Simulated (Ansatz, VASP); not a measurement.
Al in VASP and in Ansatz

```
Al
1.0
     0.00000    1.96326    1.96326
     1.96326    0.00000    1.96326
     1.96326    1.96326    0.00000
Al
1
Direct
  0.00000 0.00000 0.00000
```

Change from the starting cell: strain -0.030 along x and y, -0.030 along z, atoms carried along.

Alike in both runs: task single point; functional PBEsol; k mesh 20 × 20 × 20; occupations gaussian, width 0.15 eV; no spin polarisation.

|  | VASP | Ansatz |
| --- | --- | --- |
| version | VASP 6.6.1 | Ansatz 0.2.0 |
| potentials or method | VASP PAW PBE potentials, release 64 (Al), cutoff 520 eV | scalar-relativistic, plane waves, PAW |
| valence electrons in the cell | 3 | 3 |

```tsv
	VASP	Ansatz	Ansatz less VASP
gap on the k mesh at the Fermi level (eV)	none	none	-
pressure (GPa)	6.4	6.3	-0.10
```

VASP's potentials were made for PBE, not for PBEsol. A gap of «none» marks a metal or a gap that the smearing closes. With one functional, cell and mesh, what is left measures potentials, basis and numerics.
